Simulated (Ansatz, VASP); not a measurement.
**SrO: VASP beside Ansatz**

```
Sr O
1.0
     0.00000    2.56630    2.56630
     2.56630    0.00000    2.56630
     2.56630    2.56630    0.00000
Sr O
1 1
Direct
  0.50000 0.50000 0.50000
  0.00000 0.00000 0.00000
```

Alike in both runs: task relaxation of cell and atoms; functional LDA; k mesh 10 × 10 × 10; occupations fermi-dirac, width 0.02 eV; no spin polarisation.

|  | VASP | Ansatz |
| --- | --- | --- |
| version | VASP 6.6.1 | Ansatz 0.2.0 |
| potentials or method | VASP PAW LDA potentials, release 64 (Sr_sv, O), cutoff 600 eV | PAW plane waves |
| valence electrons in the cell | 16 | 16 |

|  | VASP | Ansatz | Ansatz less VASP |
| --- | --- | --- | --- |
| gap on the k mesh at the Fermi level, each at its own relaxed structure (eV) | 3.07 | 3.12 | +0.056 |
| relaxed volume (Å³/atom) | 16.34 | 16.24 | -0.105 |
| relaxed cell length with the largest relative difference (Å) | 3.589 | 3.581 | -0.0077 |

Ansatz warns that its potentials were made for another functional, while VASP's fit it. LDA's correlation is that of Perdew and Zunger in VASP and of Perdew and Wang (1992) in Ansatz.
